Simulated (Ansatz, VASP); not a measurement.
## Two plane-wave programs on P

```
P
1.0
     2.42469    0.00000    0.00000
     0.00000    2.43854    0.00000
    -0.02031    0.00000    4.85243
P
2
Direct
  0.00000 0.00000 0.25057
  0.00000 0.00000 0.74943
```

Alike in both runs: task single point; functional PBE; k mesh 6 × 6 × 4; occupations gaussian, width 0.1 eV; no spin polarisation.

|  | VASP | Ansatz |
| --- | --- | --- |
| version | VASP 6.6.1 | Ansatz 0.2.0 |
| potentials or method | VASP PAW PBE potentials, release 64 (P), cutoff 520 eV | scalar-relativistic, plane waves, PAW |
| valence electrons in the cell | 10 | 10 |

```tsv
	VASP	Ansatz	Ansatz less VASP
gap on the k mesh at the Fermi level (eV)	none	none	-
pressure (GPa)	2.1	2.4	+0.30
traceless stress, the component that is largest in VASP (GPa)	4.75	4.75	+0.003
rms of the force components (eV/Å)	0.028	0.028	+0.0005
```

Atom by atom the forces differ by 0.001 eV/Å (rms over components). A gap of «none» marks a metal or a gap that the smearing closes. The functional is the same, so the differences come from potentials, cutoffs and numerics.

The k mesh is coarse, so the values compare programs but aren't converged.
